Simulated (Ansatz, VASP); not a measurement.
## KF in VASP and in Ansatz

```
K F
1.0
     0.00000    2.60666    2.80717
     2.60666    0.00000    2.80717
     2.60666    2.60666    0.00000
K F
1 1
Direct
  0.00000 0.00000 0.00000
  0.50000 0.50000 0.50000
```

Change from the starting cell: strain -0.025 along x and y, +0.050 along z, atoms carried along.

Alike in both runs: task single point; functional r2SCAN; k mesh 8 × 8 × 8; occupations gaussian, width 0.05 eV; no spin polarisation.

|  | VASP | Ansatz |
| --- | --- | --- |
| version | VASP 6.6.1 | Ansatz 0.2.0 |
| potentials or method | VASP PAW PBE potentials, release 64 (K_sv, F), cutoff 520 eV | scalar-relativistic, plane waves, PAW |
| valence electrons in the cell | 16 | 16 |

```csv
,VASP,Ansatz,Ansatz less VASP
gap on the k mesh at the Fermi level (eV),6.76,6.76,+0.001
least direct gap on the mesh (eV),6.76,6.76,+0.001
pressure (GPa),0.0,0.0,+0.03
"traceless stress, the component that is largest in VASP (GPa)",-2.62,-2.54,+0.078
```

VASP's potentials were made for PBE, not for r2SCAN. The functional is the same, so the differences come from potentials, cutoffs and numerics.
